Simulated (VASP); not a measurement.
A run of VASP 6.6.1 is set up as follows.

INCAR

```
  ALGO = Normal
  EDIFF = 1E-6
  ENCUT = 520
  GGA = CA
  ISIF = 2
  ISMEAR = -1
  LASPH = T
  LCHARG = F
  LREAL = F
  LWAVE = F
  NBANDS = 13
  NELM = 80
  PREC = Accurate
  SIGMA = 0.05
```

The input KPOINTS:

```
k-points
0
Gamma
  14 14 14
```

File POSCAR:

```
Te
1.0
    1.2456394393     -0.7191702656      4.0648537568
    0.0000000000      1.4383405312      4.0648537568
   -1.2456394393     -0.7191702656      4.0648537568
Te
2
Direct
    0.2500000714      0.2500000714      0.2500000714
   -0.2500000714     -0.2500000714     -0.2500000714
```

Potentials or basis: VASP PAW LDA potentials, release 64 (Te).

Command:

```sh
$ cat potpaw_LDA.64/Te/POTCAR > POTCAR
$ mpirun -np 1 vasp_std > vasp.out
```

Task: Estimate the band gap on the k mesh.

Result: Zero (band 6 reaches 35.36 eV, above the bottom of band 7 at 21.90 eV).

Task: What does it give for the pressure?

Result: 464.1 GPa.

Stress tensor (GPa, compression positive):
```
464.04   0.00   0.00
  0.00 464.04   0.00
  0.00   0.00 464.17
```

Caveat: spin-orbit coupling is left out, which moves the levels of the heavy elements.
